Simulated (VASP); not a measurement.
# WS2 (P6_3/mmc) in VASP: a series of runs

Runs on WS2. Level: LDA+U. Tasks: single point.

All numbers are computed with VASP 6.6.1; they aren't measurements. Logs are shortened: lines on timing, memory, paths and dates and some standing lists are left out, and cuts for length are marked.

## (1) The cell of the first run

Symmetry: P6_3/mmc, No. 194, hexagonal system. The conventional cell has a = 3.180 Å, b = 3.180 Å, c = 12.500 Å, α = 90.00°, β = 90.00°, γ = 120.00°. W (site symmetry -6m2) has 6 S at 2.45 Å and 6 W at 3.18 Å within 3.2 Å. Within 3.3 Å of S (site symmetry 3m) lie 3 W at 2.45 Å and 7 S at 3.18 to 3.25 Å.

## (2) Single point, LDA+U, collinear spin, zero start

INCAR reads:

```
ALGO = Normal
EDIFF = 1E-6
ENCUT = 500
GGA = CA
GGA_COMPAT = F
ISIF = 2
ISMEAR = 0
ISPIN = 2
LASPH = T
LCHARG = T
LDAU = T
LDAUJ = 0 0
LDAUL = 2 -1
LDAUPRINT = 1
LDAUTYPE = 2
LDAUU = 2 0
LELF = T
LMAXMIX = 4
LORBIT = 11
LREAL = F
LVHAR = T
LWAVE = F
MAGMOM = 0 0 0 0 0 0
NBANDS = 39
NELM = 200
PREC = Accurate
SIGMA = 0.05
```

KPOINTS reads:

```
k-points
0
Gamma
  8 8 2
```

POSCAR reads:

```
WS2
1.0
    3.1799994900      0.0000000000      0.0000000000
   -1.5899997400      2.7539603400      0.0000000000
    0.0000000000      0.0000000000     12.4999993200
W S
2 4
Direct
    0.3333333333      0.6666666667      0.2500000000
    0.6666666667      0.3333333333      0.7500000000
    0.3333333333      0.6666666667      0.6200000000
    0.6666666667      0.3333333333      0.1200000000
    0.3333333333      0.6666666667      0.8800000000
    0.6666666667      0.3333333333      0.3800000000
```

Potentials or basis: VASP PAW LDA potentials, release 64 (W_sv, S).

Run with:

```console
$ cat potpaw_LDA.64/W_sv/POTCAR potpaw_LDA.64/S/POTCAR > POTCAR
$ mpirun -np 1 vasp_std > vasp.out
```

OUTCAR:

```text
EDIFF = 1E-6
   ENCUT = 500
   GGA = CA
   ISIF = 2
   ISMEAR = 0
   ISPIN = 2
   LASPH = T
   LORBIT = 11
   LREAL = F
   NELM = 200
   PREC = Accurate

 ion  position               nearest neighbor table
   1  0.333  0.667  0.250-   4 2.45   6 2.45   4 2.45   6 2.45   4 2.45   6 2.45
   2  0.667  0.333  0.750-   3 2.45   5 2.45   3 2.45   5 2.45   3 2.45   5 2.45
   3  0.333  0.667  0.620-   2 2.45   2 2.45   2 2.45
   4  0.667  0.333  0.120-   1 2.45   1 2.45   1 2.45
   5  0.333  0.667  0.880-   2 2.45   2 2.45   2 2.45
   6  0.667  0.333  0.380-   1 2.45   1 2.45   1 2.45

  LATTYP: Found a hexagonal cell.
 ALAT       =     3.1799994900
 C/A-ratio  =     3.9308180266

  Lattice vectors:

 A1 = (   3.1799994900,   0.0000000000,   0.0000000000)
 A2 = (  -1.5899997400,   2.7539603400,   0.0000000000)
 A3 = (   0.0000000000,   0.0000000000,  12.4999993200)

Analysis of symmetry for initial positions (statically):
=====================================================================
 Subroutine PRICEL returns:
 Original cell was already a primitive cell.

 Routine SETGRP: Setting up the symmetry group for a
 hexagonal supercell.

 Subroutine GETGRP returns: Found 24 space group operations
 (whereof 12 operations were pure point group operations)
 out of a pool of 24 trial point group operations.

The static configuration has the point symmetry D_3d.
 The point group associated with its full space group is D_6h.

Analysis of symmetry for dynamics (positions and initial velocities):
=====================================================================
 Subroutine PRICEL returns:
 Original cell was already a primitive cell.

 Routine SETGRP: Setting up the symmetry group for a
 hexagonal supercell.

 Subroutine GETGRP returns: Found 24 space group operations
 (whereof 12 operations were pure point group operations)
 out of a pool of 24 trial point group operations.

The dynamic configuration has the point symmetry D_3d.
 The point group associated with its full space group is D_6h.

Analysis of structural, dynamic, and magnetic symmetry:
=====================================================================
 Subroutine PRICEL returns:
 Original cell was already a primitive cell.

 Routine SETGRP: Setting up the symmetry group for a
 hexagonal supercell.

 Subroutine GETGRP returns: Found 24 space group operations
 (whereof 12 operations were pure point group operations)
 out of a pool of 24 trial point group operations.

The overall configuration has the point symmetry D_3d.
 The point group associated with its full space group is D_6h.

 Subroutine INISYM returns: Found 24 space group operations
 (whereof 12 operations are pure point group operations),
 and found     1 'primitive' translations

----------------------------------------------------------------------------------------

                                     Primitive cell

  volume of cell :     109.4699

  direct lattice vectors                    reciprocal lattice vectors
     3.179999490  0.000000000  0.000000000     0.314465459  0.181556717  0.000000000
    -1.589999740  2.753960340  0.000000000     0.000000000  0.363113435  0.000000000
     0.000000000  0.000000000 12.499999320     0.000000000  0.000000000  0.080000004
[... 156 lines left out ...]
  o =  0.3381  v =  0.9996 -0.0000  0.0000 -0.0000 -0.0273  0.0000  0.0000  0.0000  0.0000  0.0000      0.0000  0.0000  0.0000  0.0000  0.0000  0.0000  0.0000  0.0000  0.0000  0.0000
  o =  0.3381  v = -0.0273 -0.0000 -0.0000 -0.0000 -0.9996  0.0000  0.0000  0.0000  0.0000  0.0000      0.0000  0.0000  0.0000  0.0000  0.0000  0.0000  0.0000  0.0000  0.0000  0.0000
  o =  0.3381  v =  0.0000  0.0000  0.0000  0.0000  0.0000 -0.9996 -0.0000 -0.0000 -0.0000  0.0273      0.0000  0.0000  0.0000  0.0000  0.0000  0.0000  0.0000  0.0000  0.0000  0.0000
  o =  0.3381  v =  0.0000  0.0000  0.0000  0.0000  0.0000 -0.0273  0.0000 -0.0000  0.0000 -0.9996      0.0000  0.0000  0.0000  0.0000  0.0000  0.0000  0.0000  0.0000  0.0000  0.0000
  o =  0.3607  v = -0.0000 -0.0000  1.0000  0.0000 -0.0000  0.0000  0.0000  0.0000  0.0000  0.0000      0.0000  0.0000  0.0000  0.0000  0.0000  0.0000  0.0000  0.0000  0.0000  0.0000
  o =  0.3607  v =  0.0000  0.0000  0.0000  0.0000  0.0000 -0.0000 -0.0000  1.0000 -0.0000 -0.0000      0.0000  0.0000  0.0000  0.0000  0.0000  0.0000  0.0000  0.0000  0.0000  0.0000

atom =   2  type =  1  l = 2

 onsite density matrix

spin component  1

  0.3381  0.0000 -0.0000 -0.0000  0.0000
  0.0000  0.3193  0.0000  0.0000  0.0000
 -0.0000  0.0000  0.3607  0.0000 -0.0000
 -0.0000  0.0000  0.0000  0.3193  0.0000
  0.0000  0.0000 -0.0000  0.0000  0.3381

spin component  2

  0.3381 -0.0000 -0.0000  0.0000  0.0000
 -0.0000  0.3193 -0.0000  0.0000 -0.0000
 -0.0000 -0.0000  0.3607 -0.0000 -0.0000
  0.0000  0.0000 -0.0000  0.3193 -0.0000
  0.0000 -0.0000 -0.0000 -0.0000  0.3381

 occupancies and eigenvectors

  o =  0.3193  v = -0.0000  0.8447 -0.0000 -0.5352 -0.0000  0.0000  0.0000  0.0000  0.0000  0.0000      0.0000  0.0000  0.0000  0.0000  0.0000  0.0000  0.0000  0.0000  0.0000  0.0000
  o =  0.3193  v = -0.0000 -0.5352  0.0000 -0.8447  0.0000  0.0000  0.0000  0.0000  0.0000  0.0000      0.0000  0.0000  0.0000  0.0000  0.0000  0.0000  0.0000  0.0000  0.0000  0.0000
  o =  0.3193  v =  0.0000  0.0000  0.0000  0.0000  0.0000  0.0000  0.8447 -0.0000 -0.5352 -0.0000      0.0000  0.0000  0.0000  0.0000  0.0000  0.0000  0.0000  0.0000  0.0000  0.0000
  o =  0.3193  v =  0.0000  0.0000  0.0000  0.0000  0.0000 -0.0000  0.5352  0.0000  0.8447 -0.0000      0.0000  0.0000  0.0000  0.0000  0.0000  0.0000  0.0000  0.0000  0.0000  0.0000
  o =  0.3381  v = -0.9995  0.0000 -0.0000  0.0000  0.0309  0.0000  0.0000  0.0000  0.0000  0.0000      0.0000  0.0000  0.0000  0.0000  0.0000  0.0000  0.0000  0.0000  0.0000  0.0000
  o =  0.3381  v = -0.0309 -0.0000 -0.0000  0.0000 -0.9995  0.0000  0.0000  0.0000  0.0000  0.0000      0.0000  0.0000  0.0000  0.0000  0.0000  0.0000  0.0000  0.0000  0.0000  0.0000
  o =  0.3381  v =  0.0000  0.0000  0.0000  0.0000  0.0000  0.9997 -0.0000  0.0000  0.0000 -0.0253      0.0000  0.0000  0.0000  0.0000  0.0000  0.0000  0.0000  0.0000  0.0000  0.0000
  o =  0.3381  v =  0.0000  0.0000  0.0000  0.0000  0.0000 -0.0253 -0.0000 -0.0000  0.0000 -0.9997      0.0000  0.0000  0.0000  0.0000  0.0000  0.0000  0.0000  0.0000  0.0000  0.0000
  o =  0.3607  v = -0.0000  0.0000  1.0000  0.0000 -0.0000  0.0000  0.0000  0.0000  0.0000  0.0000      0.0000  0.0000  0.0000  0.0000  0.0000  0.0000  0.0000  0.0000  0.0000  0.0000
  o =  0.3607  v =  0.0000  0.0000  0.0000  0.0000  0.0000 -0.0000  0.0000  1.0000 -0.0000 -0.0000      0.0000  0.0000  0.0000  0.0000  0.0000  0.0000  0.0000  0.0000  0.0000  0.0000

 number of electron      52.0000006 magnetization       0.0000000

 Free energy of the ion-electron system (eV)
  ---------------------------------------------------
  ext. energy  EPLUGINS =         0.00000000
  ---------------------------------------------------
  free energy    TOTEN  =       -47.75749355 eV

  energy without entropy =      -47.75749355  energy(sigma->0) =      -47.75749355

 E-fermi :   7.2311     XC(G=0): -11.1498

 val. band max:        6.8787997994   @ k =   0.0000   0.0000   0.0000
 cond. band min:       7.9762917233   @ k =   0.2500   0.1250   0.0000
 fundamental gap:      1.0974919239
 Fermi energy:         7.2311188828

 spin component 1

 k-point     1 :       0.0000    0.0000    0.0000
  band No.  band energies     occupation
      1     -67.5017      1.00000
      2     -67.5017      1.00000
      3     -31.9636      1.00000
      4     -31.9636      1.00000
      5     -31.7944      1.00000
      6     -31.7944      1.00000
[... 809 lines left out ...]
     37      13.9598      0.00000
     38      13.9598      0.00000
 Fermi energy:         7.2311188828

 spin component 2

 k-point     1 :       0.0000    0.0000    0.0000
  band No.  band energies     occupation
      1     -67.5017      1.00000
      2     -67.5017      1.00000
      3     -31.9636      1.00000
      4     -31.9636      1.00000
      5     -31.7944      1.00000
      6     -31.7944      1.00000
[... 809 lines left out ...]
     37      13.9598      0.00000
     38      13.9598      0.00000
 [bands above 38 left out]

------------------------ aborting loop because EDIFF is reached ----------------------------------------

  FORCE on cell =-STRESS in cart. coord.  units (eV):
  Direction    XX          YY          ZZ          XY          YZ          ZX
  --------------------------------------------------------------------------------------
  -------------------------------------------------------------------------------------
  Total       -5.5141563     -5.5141563     -8.8252624     -0.0000000     -0.0000000      0.0000000
  in kB      -80.7039758    -80.7039756   -129.1645961     -0.0000001     -0.0000000      0.0000000
  external PRESSURE =     -96.8575158 kB  Pullay stress =       0.0000000 kB

 VOLUME and BASIS-vectors are now :
 -----------------------------------------------------------------------------
  energy-cutoff  :      500.00
  volume of cell :      109.47
      direct lattice vectors                 reciprocal lattice vectors
     3.179999490  0.000000000  0.000000000     0.314465459  0.181556717  0.000000000
    -1.589999740  2.753960340  0.000000000     0.000000000  0.363113435  0.000000000
     0.000000000  0.000000000 12.499999320     0.000000000  0.000000000  0.080000004

 POSITION                                       TOTAL-FORCE (eV/Angst)
 -----------------------------------------------------------------------------------
      0.00000      1.83597      3.12500         0.000000      0.000000      0.000000
      1.59000      0.91799      9.37500         0.000000     -0.000000      0.000000
      0.00000      1.83597      7.75000         0.000000     -0.000000      1.275497
      1.59000      0.91799      1.50000        -0.000000      0.000000      1.275497
      0.00000      1.83597     11.00000         0.000000     -0.000000     -1.275497
      1.59000      0.91799      4.75000        -0.000000      0.000000     -1.275497
 -----------------------------------------------------------------------------------
    total drift:                               -0.000000      0.000000     -0.000000

  FREE ENERGIE OF THE ION-ELECTRON SYSTEM (eV)
  ---------------------------------------------------
  free  energy   TOTEN  =       -47.7574935538 eV

  energy  without entropy=      -47.7574935538  energy(sigma->0) =      -47.75749355

 total charge

# of ion       s       p       d       tot
------------------------------------------
    1        2.319   6.305   3.298  11.923
    2        2.319   6.305   3.298  11.923
    3        1.359   2.326   0.000   3.685
    4        1.359   2.326   0.000   3.685
    5        1.359   2.326   0.000   3.685
    6        1.359   2.326   0.000   3.685
--------------------------------------------------
tot         10.075  21.913   6.596  38.584

 magnetization (x)

# of ion       s       p       d       tot
------------------------------------------
    1        0.000   0.000   0.000   0.000
    2        0.000   0.000   0.000   0.000
    3       -0.000  -0.000   0.000  -0.000
    4       -0.000  -0.000   0.000  -0.000
    5       -0.000  -0.000   0.000  -0.000
    6       -0.000  -0.000   0.000  -0.000
--------------------------------------------------
tot         -0.000  -0.000   0.000  -0.000
```

It took 3 min on 1 thread of Oxide Virtual Turin-like, shared host; peak memory 0.23 GiB.

What came out:

* Free energy: -47.7575 eV
* Pressure: -9.7 GPa
* Largest force: 1.275 eV/Å
* Band gap on the k mesh: 1.10 eV (least direct gap 2.20 eV)
* Net moment: 0.00 μB per cell
* Valence electrons inside the program's atomic spheres: W 11.92; S 3.69

Forces on the atoms (eV/Å):
```
W    0.000  0.000  0.000
W    0.000  0.000  0.000
S    0.000  0.000  1.275
S    0.000  0.000  1.275
S    0.000  0.000 -1.275
S    0.000  0.000 -1.275
```

Levels at points of the mesh, in eV from the valence-band top:
Spin up:
```csv
k point,band 22,band 23,band 24,band 25,band 26,band 27,band 28,band 29,band 30,band 31
"(0.00, 0.00, 0.00)",-1.76,-1.76,-1.39,-1.19,0.00,2.31,2.31,2.40,2.40,2.41
"(0.50, 0.00, 0.00)",-2.62,-1.68,-1.53,-1.45,-1.36,2.44,2.48,2.54,2.92,3.03
"(0.00, 0.00, 0.50)",-1.79,-1.79,-1.79,-0.29,-0.29,2.36,2.36,2.36,2.36,2.45
"(0.50, 0.00, 0.50)",-2.75,-1.56,-1.56,-1.43,-1.43,2.46,2.46,2.76,2.76,3.37
```
Spin down:
| k point | band 23 | band 24 | band 25 | band 26 | band 27 | band 28 | band 29 | band 30 |
| --- | --- | --- | --- | --- | --- | --- | --- | --- |
| (0.00, 0.00, 0.00) | -1.76 | -1.39 | -1.19 | 0.00 | 2.31 | 2.31 | 2.40 | 2.40 |
| (0.50, 0.00, 0.00) | -1.68 | -1.53 | -1.45 | -1.36 | 2.44 | 2.48 | 2.54 | 2.92 |
| (0.00, 0.00, 0.50) | -1.79 | -1.79 | -0.29 | -0.29 | 2.36 | 2.36 | 2.36 | 2.36 |
| (0.50, 0.00, 0.50) | -1.56 | -1.56 | -1.43 | -1.43 | 2.46 | 2.46 | 2.76 | 2.76 |

Eigenvalues of the final occupation matrices:
```
    site  spin  trace               eigenvalues
site 1 d     1   1.68  0.32 0.32 0.34 0.34 0.36
site 1 d     2   1.68  0.32 0.32 0.34 0.34 0.36
site 2 d     1   1.68  0.32 0.32 0.34 0.34 0.36
site 2 d     2   1.68  0.32 0.32 0.34 0.34 0.36
```

Caveat: the cell stands under tension; spin-orbit coupling is left out, which moves the levels of the heavy elements; forces of over 1 eV/Å act on the atoms, so gaps and moduli don't describe the material at rest. A k mesh can miss the band edges.

## (3) Single point, LDA+U, collinear spin

INCAR reads:

```
SYSTEM = WS2
PREC = Accurate
ENCUT = 500
EDIFF = 1E-6
ISMEAR = 0
SIGMA = 0.05
LREAL = .False.
LASPH = .True.
NELM = 200
ALGO = Normal
ISIF = 2
LWAVE = .False.
LCHARG = .False.
ISPIN = 2
MAGMOM = 1.25 1.25 0.16 0.16 0.16 0.16
LORBIT = 11
NUPDOWN = 4.4
LMAXMIX = 4
LDAU = .True.
LDAUTYPE = 2
LDAUL = 2 -1
LDAUU = 2 0
LDAUJ = 0 0
LDAUPRINT = 1
NBANDS = 39
GGA_COMPAT = .False.
```

KPOINTS reads:

```
Automatic mesh
0
Gamma
  8 8 2
  0 0 0
```

POSCAR is that of step 2.

Potentials or basis: VASP PAW LDA potentials, release 64 (W_sv, S).

Run with:

```console
$ cat potpaw_LDA.64/W_sv/POTCAR potpaw_LDA.64/S/POTCAR > POTCAR
$ mpirun -np 1 vasp_std > vasp.out
```

It took 3.5 min on 1 thread of Oxide Virtual Turin-like, shared host; peak memory 0.23 GiB.

It converged, with:

| Item | Value |
| --- | --- |
| Free energy | -42.4061 eV |
| Pressure | 2.4 GPa |
| Largest force | 0.201 eV/Å |
| Net moment | 4.40 μB per cell |
| Site moments | W +1.34; S +0.15 μB |
| Valence electrons inside the program's atomic spheres | W 11.98; S 3.69 |

Forces on the atoms (eV/Å):
```
W    0.000  0.000  0.000
W    0.000  0.000  0.000
S    0.000  0.000  0.201
S    0.000  0.000  0.201
S    0.000  0.000 -0.201
S    0.000  0.000 -0.201
```

Stress tensor (GPa, compression positive):
```
 5.02  0.00  0.00
 0.00  5.02  0.00
 0.00  0.00 -2.92
```

Eigenvalues of the final occupation matrices:
```
    site  spin  trace               eigenvalues
site 1 d     1   2.36  0.33 0.33 0.54 0.54 0.61
site 1 d     2   1.06  0.11 0.17 0.17 0.30 0.30
site 2 d     1   2.36  0.33 0.33 0.54 0.54 0.61
site 2 d     2   1.06  0.11 0.17 0.17 0.30 0.30
```

Caveat: the moment is held away from its start; the stress differs along the axes, from -3 to 5 GPa; spin-orbit coupling is left out, which moves the levels of the heavy elements; the total moment is fixed, so each spin has its own Fermi level and the state may be an excited one.

## (4) Single point, LDA+U, collinear spin

INCAR reads:

```
ALGO = Normal
EDIFF = 1E-6
ENCUT = 500
GGA_COMPAT = F
ISIF = 2
ISMEAR = 0
ISPIN = 2
LASPH = T
LCHARG = F
LDAU = T
LDAUJ = 0 0
LDAUL = 2 -1
LDAUPRINT = 1
LDAUTYPE = 2
LDAUU = 2 0
LMAXMIX = 4
LORBIT = 11
LREAL = F
LWAVE = F
MAGMOM = 2 2 0 0 0 0
NBANDS = 39
NELM = 200
PREC = Accurate
SIGMA = 0.05
```

KPOINTS reads:

```
k-points
0
Gamma
  8 8 2
```

POSCAR is that of step 3.

Run with:

```console
$ cat potpaw_LDA.64/W_sv/POTCAR potpaw_LDA.64/S/POTCAR > POTCAR
$ mpirun -np 1 vasp_std > vasp.out
```

Run time: 3.1 min. Hardware: 1 thread of Oxide Virtual Turin-like, shared host; peak memory 0.23 GiB.

The run converged. Its results:

```
Free energy                                           : -47.7575 eV
Pressure                                              : -9.7 GPa
Largest force                                         : 1.275 eV/Å
Band gap on the k mesh                                : 1.10 eV (least direct gap 2.20 eV)
Net moment                                            : 0.00 μB per cell
Valence electrons inside the program's atomic spheres : W 11.92; S 3.69
```

Forces on the atoms (eV/Å):
```
W    0.000  0.000  0.000
W    0.000  0.000  0.000
S    0.000  0.000  1.275
S    0.000  0.000  1.275
S    0.000  0.000 -1.275
S    0.000  0.000 -1.275
```

Stress tensor (GPa, compression positive):
```
 -8.06   0.00   0.00
  0.00  -8.06   0.00
  0.00   0.00 -12.93
```

Levels at points of the mesh, in eV from the valence-band top:
Spin up:
```csv
k point,band 22,band 23,band 24,band 25,band 26,band 27,band 28,band 29,band 30,band 31
"(0.00, 0.00, 0.00)",-1.76,-1.76,-1.39,-1.19,0.00,2.31,2.31,2.40,2.40,2.41
"(0.50, 0.00, 0.00)",-2.62,-1.68,-1.53,-1.45,-1.36,2.44,2.48,2.54,2.92,3.03
"(0.00, 0.00, 0.50)",-1.79,-1.79,-1.79,-0.29,-0.29,2.36,2.36,2.36,2.36,2.45
"(0.50, 0.00, 0.50)",-2.75,-1.56,-1.56,-1.43,-1.43,2.46,2.46,2.76,2.76,3.37
```
Spin down:
| k point | band 24 | band 25 | band 26 | band 27 | band 28 | band 29 |
| --- | --- | --- | --- | --- | --- | --- |
| (0.00, 0.00, 0.00) | -1.39 | -1.19 | 0.00 | 2.31 | 2.31 | 2.40 |
| (0.50, 0.00, 0.00) | -1.53 | -1.45 | -1.36 | 2.44 | 2.48 | 2.54 |
| (0.00, 0.00, 0.50) | -1.79 | -0.29 | -0.29 | 2.36 | 2.36 | 2.36 |
| (0.50, 0.00, 0.50) | -1.56 | -1.43 | -1.43 | 2.46 | 2.46 | 2.76 |

Eigenvalues of the final occupation matrices:
| site | spin | trace | eigenvalues |
| --- | --- | --- | --- |
| site 1 d | 1 | 1.68 | 0.32 0.32 0.34 0.34 0.36 |
| site 1 d | 2 | 1.68 | 0.32 0.32 0.34 0.34 0.36 |
| site 2 d | 1 | 1.68 | 0.32 0.32 0.34 0.34 0.36 |
| site 2 d | 2 | 1.68 | 0.32 0.32 0.34 0.34 0.36 |

Caveat: the cell stands under tension; spin-orbit coupling is left out, which moves the levels of the heavy elements; forces of over 1 eV/Å act on the atoms, so gaps and moduli don't describe the material at rest. A k mesh can miss the band edges.

## (5) Summary

```tsv
spin	fixed moment (μB)	gap on the mesh (eV)	pressure (GPa)	moment (μB)	largest force (eV/Å)
collinear, zero start	-	1.10	-9.7	0.00	1.28
collinear	4.4	-	2.4	4.40	0.20
collinear	-	1.10	-9.7	0.00	1.28
```

Alike in all rows: task single point; level LDA+U; potentials or basis VASP PAW LDA potentials, release 64 (W_sv, S); W d U = 2.0 eV; cell as given; k mesh 8 × 8 × 2; cutoff (eV) 500; smearing gaussian 0.05 eV.

Caveats: spin-orbit coupling is left out, which moves the levels of the heavy elements; the cell stands under tension (at least some runs); forces of over 1 eV/Å act on the atoms, so gaps and moduli don't describe the material at rest (at least some runs); the moment is held away from its start (at least some runs); the stress differs along the axes, from -3 to 5 GPa (at least some runs); the total moment is fixed, so each spin has its own Fermi level and the state may be an excited one (at least some runs).

Total energies depend on the potentials used, so only differences within one code and one set of settings carry meaning.
